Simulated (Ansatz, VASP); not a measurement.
## Ti: VASP beside Ansatz

The input INCAR:

```
PREC = Accurate ; ENCUT = 600
EDIFF = 1E-6 ; ISMEAR = -1
SIGMA = 0.05 ; LREAL = F
LASPH = T ; NELM = 80
ALGO = Normal ; ISIF = 3
LWAVE = F ; LCHARG = F
GGA = PS ; IBRION = 2
NSW = 60 ; EDIFFG = -0.01
```

KPOINTS

```
Automatic mesh
0
Gamma
  11 11 11
```

Contents of POSCAR:

```
Ti
1.0
    0.0000000000      2.0300000000      2.0300000000
    2.0300000000      0.0000000000      2.0300000000
    2.0300000000      2.0300000000      0.0000000000
Ti
1
Direct
    0.0000000000      0.0000000000      0.0000000000
```

input.yaml

```yaml
crystal:
  lattice:
    - [0.0, 2.03, 2.03]
    - [2.03, 0.0, 2.03]
    - [2.03, 2.03, 0.0]
  atoms:
    - { symbol: Ti, position: [0.0, 0.0, 0.0] }
hamiltonian:
  xc: pbesol
  pseudopotentials: { kind: paw }
kpoints:
  mp_grid: { grid: [11, 11, 11] }
scf:
  occupations: { method: fermi_dirac, width: 0.05 }
output:
  forces: true
  stress: true
  eigenvalues: true
  write_density: true
  write_potential: true
  elf: true
  volumetric_format: npy
relax:
  f_tol: 0.01
  max_steps: 40
  cell: { stress_tol: 0.05 }
```

Alike in both runs: task relaxation of cell and atoms; functional PBEsol; k mesh 11 × 11 × 11; occupations fermi-dirac, width 0.05 eV; no spin polarisation.

|  | VASP | Ansatz |
| --- | --- | --- |
| version | VASP 6.6.1 | Ansatz 0.2.0 |
| potentials or method | VASP PAW PBE potentials, release 64 (Ti_sv) | Ansatz PAW |
| plane-wave cutoff (eV) | 600 | 420 |
| valence electrons in the cell | 12 | 12 |

```csv
,VASP,Ansatz,Ansatz less VASP
"gap on the k mesh at the Fermi level, each at its own relaxed structure (eV)",none,none,-
relaxed volume (Å³/atom),16.61,16.65,+0.045
relaxed cell length with the largest relative difference (Å),2.864,2.866,+0.0026
```

VASP's potentials were made for PBE, not for PBEsol. A gap of «none» marks a metal or a gap that the smearing closes.

Noted on Ansatz's run: the plane-wave basis is chosen anew once the cell has moved, so the energies of steps on either side of that aren't comparable.
